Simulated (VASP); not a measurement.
Here is a VASP 6.6.1 calculation.

INCAR

```
PREC = Accurate ; ENCUT = 520
EDIFF = 1E-6 ; ISMEAR = 0
SIGMA = 0.1 ; LREAL = F
LASPH = T ; NELM = 60
ALGO = Normal ; ISIF = 2
LWAVE = F ; LCHARG = F
GGA = PE ; NBANDS = 22
```

KPOINTS

```
Automatic mesh
0
Gamma
  10 10 6
```

POSCAR

```
BAs2
1.0
    2.2159043185     -4.3246635631      0.0000000000
    2.2159043185      4.3246635631      0.0000000000
    0.0000000000      0.0000000000      5.9732460964
B As
2 4
Direct
    0.0000000000      0.0000000000      0.2500000000
    0.0000000000      0.0000000000      0.7500000000
    0.1588214075      0.3648683723      0.5000000000
    0.8411785925      0.6351316277      0.5000000000
    0.6351316277      0.8411785925      0.0000000000
    0.3648683723      0.1588214075      0.0000000000
```

Potentials or basis: VASP PAW PBE potentials, release 64 (B, As).

Command:

```sh
$ cat potpaw_PBE.64/B/POTCAR potpaw_PBE.64/As/POTCAR > POTCAR
$ mpirun -np 1 vasp_std > vasp.out
```

(1) What does it give for the pressure?

(2) What does it give for the band gap on the k mesh?

Results:

(1) 0.3 GPa.

(2) zero (bands 13 and 14 overlap by 2.70 eV).
